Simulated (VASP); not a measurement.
# NbTe (CsCl type) (Pm-3m) in VASP: notebook

The runs below take NbTe (CsCl type) through density of states, with PBEsol.

Program: VASP 6.6.1. These are calculated values, not measurements. Logs are shortened: lines on timing, memory, paths and dates and some standing lists are left out, and cuts for length are marked.

## Step 1: The cell of the first run

It takes space group Pm-3m (No. 221, cubic). The conventional cell has a = 3.385 Å, b = 3.385 Å, c = 3.385 Å, α = 90.00°, β = 90.00°, γ = 90.00°. Nb (site symmetry m-3m) has 8 Te at 2.93 Å and 6 Nb at 3.38 Å within 3.9 Å. Te (site symmetry m-3m) has 8 Nb at 2.93 Å and 6 Te at 3.38 Å within 3.9 Å.

## Step 2: Density of states, PBEsol

Input file POSCAR:

```
NbTe
1.0
    3.3848521171      0.0000000000      0.0000000000
    0.0000000000      3.3848521171      0.0000000000
    0.0000000000      0.0000000000      3.3848521171
Nb Te
1 1
Direct
    0.0000000000      0.0000000000      0.0000000000
    0.5000000000      0.5000000000      0.5000000000
```

Input file INCAR.step1:

```
SYSTEM = NbTe
ALGO = Normal
EDIFF = 1E-6
ENCUT = 520
GGA = PS
ISIF = 2
ISMEAR = -1
LASPH = .TRUE.
LCHARG = .TRUE.
LMAXMIX = 4
LREAL = .FALSE.
LWAVE = .FALSE.
NBANDS = 16
NELM = 80
PREC = Accurate
SIGMA = 0.1
```

Input file KPOINTS.step1:

```
k-points
0
G
  12 12 12
  0 0 0
```

Input file INCAR.step2:

```
SYSTEM = NbTe
ALGO = Normal
EDIFF = 1E-6
ENCUT = 520
GGA = PS
ICHARG = 11
ISIF = 2
ISMEAR = -5
LASPH = .TRUE.
LCHARG = .FALSE.
LMAXMIX = 4
LORBIT = 11
LREAL = .FALSE.
LWAVE = .FALSE.
NEDOS = 1001
NELM = 80
PREC = Accurate
SIGMA = 0.1
```

Input file KPOINTS.step2:

```
k-points
0
G
  18 18 18
  0 0 0
```

Potentials or basis: VASP PAW PBE potentials, release 64 (Nb_sv, Te).

Launch:

```console
$ cat potpaw_PBE.64/Nb_sv/POTCAR potpaw_PBE.64/Te/POTCAR > POTCAR
$ cp INCAR.step1 INCAR
$ cp KPOINTS.step1 KPOINTS
$ mpirun -np 1 vasp_std > vasp.out
$ cp INCAR.step2 INCAR
$ cp KPOINTS.step2 KPOINTS
$ mpirun -np 1 vasp_std > vasp.out
```

OUTCAR:

```text
SYSTEM = NbTe
   EDIFF = 1E-6
   ENCUT = 520
   GGA = PS
   ICHARG = 11
   ISIF = 2
   ISMEAR = -5
   LASPH = .TRUE.
   LORBIT = 11
   LREAL = .FALSE.
   NELM = 80
   PREC = Accurate

 ion  position               nearest neighbor table
   1  0.000  0.000  0.000-   2 2.93   2 2.93   2 2.93   2 2.93   2 2.93   2 2.93   2 2.93   2 2.93

   2  0.500  0.500  0.500-   1 2.93   1 2.93   1 2.93   1 2.93   1 2.93   1 2.93   1 2.93   1 2.93

  LATTYP: Found a simple cubic cell.
 ALAT       =     3.3848521171

  Lattice vectors:

 A1 = (   3.3848521171,   0.0000000000,   0.0000000000)
 A2 = (   0.0000000000,   3.3848521171,   0.0000000000)
 A3 = (   0.0000000000,   0.0000000000,   3.3848521171)

Analysis of symmetry for initial positions (statically):
=====================================================================
 Subroutine PRICEL returns:
 Original cell was already a primitive cell.

 Routine SETGRP: Setting up the symmetry group for a
 simple cubic supercell.

 Subroutine GETGRP returns: Found 48 space group operations
 (whereof 48 operations were pure point group operations)
 out of a pool of 48 trial point group operations.

The static configuration has the point symmetry O_h .

Analysis of symmetry for dynamics (positions and initial velocities):
=====================================================================
 Subroutine PRICEL returns:
 Original cell was already a primitive cell.

 Routine SETGRP: Setting up the symmetry group for a
 simple cubic supercell.

 Subroutine GETGRP returns: Found 48 space group operations
 (whereof 48 operations were pure point group operations)
 out of a pool of 48 trial point group operations.

The dynamic configuration has the point symmetry O_h .

 Subroutine INISYM returns: Found 48 space group operations
 (whereof 48 operations are pure point group operations),
 and found     1 'primitive' translations

----------------------------------------------------------------------------------------

                                     Primitive cell

  volume of cell :      38.7810

  direct lattice vectors                    reciprocal lattice vectors
     3.384852117  0.000000000  0.000000000     0.295433882  0.000000000  0.000000000
     0.000000000  3.384852117  0.000000000     0.000000000  0.295433882  0.000000000
     0.000000000  0.000000000  3.384852117     0.000000000  0.000000000  0.295433882

  length of vectors
     3.384852117  3.384852117  3.384852117     0.295433882  0.295433882  0.295433882

  position of ions in fractional coordinates (direct lattice)
     0.000000000  0.000000000  0.000000000
     0.500000000  0.500000000  0.500000000

  ion indices of the primitive-cell ions
   primitive index   ion index
                 1           1
                 2           2

----------------------------------------------------------------------------------------

 KPOINTS: k-points

Automatic generation of k-mesh.
 Grid dimensions read from file:
 generate k-points for:   18   18   18

 Generating k-lattice:

  Cartesian coordinates                     Fractional coordinates (reciprocal lattice)
     0.016412993  0.000000000  0.000000000     0.055555556  0.000000000  0.000000000
     0.000000000  0.016412993  0.000000000     0.000000000  0.055555556  0.000000000
     0.000000000  0.000000000  0.016412993     0.000000000  0.000000000  0.055555556

  Length of vectors
     0.016412993  0.016412993  0.016412993

  Shift w.r.t. Gamma in fractional coordinates (k-lattice)
     0.000000000  0.000000000  0.000000000

 TETIRR: Found   2900 inequivalent tetrahedra from    34992

 Subroutine IBZKPT returns following result:
 ===========================================

 Found    220 irreducible k-points:

 Following reciprocal coordinates:
            Coordinates               Weight
  0.000000  0.000000  0.000000      1.000000
  0.055556  0.000000  0.000000      6.000000
  0.111111  0.000000  0.000000      6.000000
  0.166667  0.000000  0.000000      6.000000
  0.222222  0.000000  0.000000      6.000000
  0.277778  0.000000  0.000000      6.000000
[... 16 lines left out ...]
  0.277778  0.111111  0.000000     24.000000
  0.333333  0.111111  0.000000     24.000000
 [... further k-points ...]
   k-points           NKPTS =    220   k-points in BZ     NKDIM =    220   number of bands    NBANDS=     13
   number of dos      NEDOS =   1001   number of ions     NIONS =      2
   total plane-waves  NPLWV =  21952
   dimension x,y,z NGX =    28 NGY =   28 NGZ =   28
   dimension x,y,z NGXF=    56 NGYF=   56 NGZF=   56
   ions per type =               1   1
   NGX,Y,Z   is equivalent  to a cutoff of  13.75, 13.75, 13.75 a.u.
   NGXF,Y,Z  is equivalent  to a cutoff of  27.50, 27.50, 27.50 a.u.
 SYSTEM =  NbTe
   PREC   = accura    normal or accurate (medium, high low for compatibility)
   ISTART =      0    job   : 0-new  1-cont  2-samecut
   ICHARG =     11    charge: 1-file 2-atom 10-const
   ISPIN  =      1    spin polarized calculation?
   LNONCOLLINEAR =      F non collinear calculations
   LSORBIT =      F    spin-orbit coupling
   LASPH  =      T    aspherical Exc in radial PAW
   ENCUT  =  520.0 eV  38.22 Ry    6.18 a.u.   6.29  6.29  6.29*2*pi/ulx,y,z
   NELM   =     80;   NELMIN=  2; NELMDL=  0     # of ELM steps
   EDIFF  = 0.1E-05   stopping-criterion for ELM
   LREAL  =      F    real-space projection
   EDIFFG = 0.1E-04   stopping-criterion for IOM
   NSW    =      0    number of steps for IOM
   IBRION =     -1    ionic relax: 0-MD 1-quasi-New 2-CG
   NFREE  =      0    steps in history (QN), initial steepest desc. (CG)
   ISIF   =      2    stress and relaxation
   ISYM   =      2    0-nonsym 1-usesym 2-fastsym
   POTIM  = 0.5000    time-step for ionic-motion
   TEBEG  =    0.0;   TEEND  =   0.0 temperature during run
   PSTRESS=    0.0 pullay stress
   NELECT =      19.0000    total number of electrons
   NUPDOWN=      -1.0000    fix difference up-down
   EMIN   =  10.00;   EMAX   =-10.00  energy-range for DOS
   EFERMI =   0.00;   METHOD = LEGACY
   ISMEAR =    -5;   SIGMA  =   0.10  broadening in eV -4-tet -1-fermi 0-gaus
   EFERMI_NEDOS =   21; number of points for ismear=-14 and -15
   IALGO  =     38    algorithm
   IMIX   =      4    mixing-type and parameters
     AMIX     =   0.40;   BMIX     =  1.00
     AMIX_MAG =   1.60;   BMIX_MAG =  1.00
  volume/ion in A,a.u.               =      19.39       130.85
  Fermi-wavevector in a.u.,A,eV,Ry     =   1.290584  2.438850 22.661966  1.665607
  Thomas-Fermi vector in A             =   2.422407
   LORBIT       =     11    0 simple, 1 ext, 2 COOP (PROOUT), +10 PAW based schemes
   GGA     = PS    functional components
   LHFCALC =     F    Hartree Fock is set to
   AEXX    =    0.0000 exact exchange contribution
   IVDW    =     0    specifies the selected vdW correction
   LEPSILON=     F    determine dielectric tensor
   LRPA    =     F    only Hartree local field effects (RPA)
 non-spin polarized calculation
 Fermi weights with tetrahedron method with Bloechl corrections
  energy-cutoff  :      520.00
  volume of cell :       38.78
 maximum number of plane-waves:      1064
 NGX is ok and might be reduce to    28

 number of electron      18.9999999 magnetization

 Free energy of the ion-electron system (eV)
  ---------------------------------------------------
  ext. energy  EPLUGINS =         0.00000000
  ---------------------------------------------------
  free energy    TOTEN  =       -14.80876970 eV

  energy without entropy =      -14.80876970  energy(sigma->0) =      -14.80876970

 E-fermi :  12.4669     XC(G=0): -12.0943

 val. band max:       12.4557684578   @ k =   0.3889   0.3889   0.1667
 cond. band min:      12.3585117143   @ k =   0.5000   0.5000   0.0556
 fundamental gap:     -0.0972567435
 Fermi energy:        12.4669474775

 k-point     1 :       0.0000    0.0000    0.0000
  band No.  band energies     occupation
      1     -42.6512      2.00000
      2     -18.6899      2.00000
      3     -18.6899      2.00000
      4     -18.6899      2.00000
      5      -2.1593      2.00000
      6       9.6612      2.00000
      7       9.6612      2.00000
      8      11.3048      2.00000
      9      11.3048      2.00000
     10      11.3048      2.00000
     11      13.5752      0.00000
     12      13.5752      0.00000
     13      13.5753      0.00000

 k-point     2 :       0.0556    0.0000    0.0000
  band No.  band energies     occupation
      1     -42.6507      2.00000
      2     -18.6971      2.00000
      3     -18.6891      2.00000
      4     -18.6891      2.00000
      5      -2.1198      2.00000
      6       9.4654      2.00000
      7       9.6807      2.00000
      8      11.2084      2.00000
      9      11.2084      2.00000
     10      11.3326      2.00000
     11      13.5797      0.00000
     12      13.7001      0.00000
     13      13.7001      0.00000

 k-point     3 :       0.1111    0.0000    0.0000
  band No.  band energies     occupation
      1     -42.6494      2.00000
      2     -18.7178      2.00000
      3     -18.6869      2.00000
      4     -18.6869      2.00000
      5      -2.0026      2.00000
      6       8.9164      2.00000
      7       9.7378      2.00000
      8      10.9705      2.00000
      9      10.9705      2.00000
     10      11.4764      2.00000
     11      13.5926      0.00000
     12      14.0258      0.00000
     13      14.0258      0.00000
[... 305 lines left out ...]
 k-point    23 :       0.2778    0.1111    0.0000
  band No.  band energies     occupation
      1     -42.6407      2.00000
      2     -18.8244      2.00000
      3     -18.7017      2.00000
      4     -18.6727      2.00000
      5      -1.1399      2.00000
      6       6.5485      2.00000
      7       9.1630      2.00000
      8      10.1832      2.00000
      9      10.5696      2.00000
     10      13.0618     -0.02130
     11      13.3162      0.00000
     12      14.8646      0.00000
     13      15.8298      0.00000

 k-point    24 :       0.3333    0.1111    0.0000
  band No.  band energies     occupation
      1     -42.6382      2.00000
      2     -18.8619      2.00000
      3     -18.6972      2.00000
      4     -18.6687      2.00000
      5      -0.8307      2.00000
      6       5.7987      2.00000
      7       9.1894      2.00000
      8       9.9965      2.00000
      9      10.5457      2.00000
     10      13.3658      0.00000
     11      13.5875      0.00000
     12      15.3113      0.00000
     13      16.2719      0.00000

 [... further k-points ...]
[... 5 lines left out ...]
  --------------------------------------------------------------------------------------
  -------------------------------------------------------------------------------------
  Total       -0.0759933     -0.0759933     -0.0759933      0.0000000     -0.0000000     -0.0000000
  in kB       -3.1395470     -3.1395470     -3.1395470      0.0000000     -0.0000000     -0.0000000
  external PRESSURE =      -3.1395470 kB  Pullay stress =       0.0000000 kB

 VOLUME and BASIS-vectors are now :
 -----------------------------------------------------------------------------
  energy-cutoff  :      520.00
  volume of cell :       38.78
      direct lattice vectors                 reciprocal lattice vectors
     3.384852117  0.000000000  0.000000000     0.295433882  0.000000000  0.000000000
     0.000000000  3.384852117  0.000000000     0.000000000  0.295433882  0.000000000
     0.000000000  0.000000000  3.384852117     0.000000000  0.000000000  0.295433882

 POSITION                                       TOTAL-FORCE (eV/Angst)
 -----------------------------------------------------------------------------------
      0.00000      0.00000      0.00000         0.000000      0.000000      0.000000
      1.69243      1.69243      1.69243         0.000000      0.000000      0.000000
 -----------------------------------------------------------------------------------
    total drift:                               -0.000000     -0.000000     -0.000000

  FREE ENERGIE OF THE ION-ELECTRON SYSTEM (eV)
  ---------------------------------------------------
  free  energy   TOTEN  =       -14.8087697015 eV

  energy  without entropy=      -14.8087697015  energy(sigma->0) =      -14.80876970

 total charge

# of ion       s       p       d       tot
------------------------------------------
    1        2.138   5.973   2.550  10.661
    2        1.343   1.995   0.130   3.469
--------------------------------------------------
tot          3.481   7.968   2.680  14.130
```

Wall time 45 s (1 thread of Intel Xeon 6975P-C (Granite Rapids), shared host); peak memory 0.25 GiB.

What came out:

* Valence electrons inside the program's atomic spheres: Nb 10.66; Te 3.47

Levels at points of the mesh, in eV from the Fermi level:
```csv
k point,band 5,band 6,band 7,band 8,band 9,band 10,band 11,band 12,band 13
"(0.00, 0.00, 0.00)",-14.63,-2.81,-2.81,-1.16,-1.16,-1.16,1.11,1.11,1.11
"(0.50, 0.00, 0.00)",-12.76,-8.05,-2.89,-2.89,-2.02,1.26,2.43,4.47,5.09
"(0.50, 0.50, 0.00)",-12.19,-5.66,-5.66,-2.72,-0.40,-0.40,0.73,1.36,2.66
"(0.50, 0.50, 0.50)",-10.28,-6.66,-6.66,-6.66,2.12,2.12,2.12,2.78,2.78
```

Caveat: the PAW data sets were made with another functional, which shifts forces and pressure a little; spin-orbit coupling is left out, which moves the levels of the heavy elements; tetrahedron occupations give inexact forces and stress in metals.

[end of part 1 of 2]
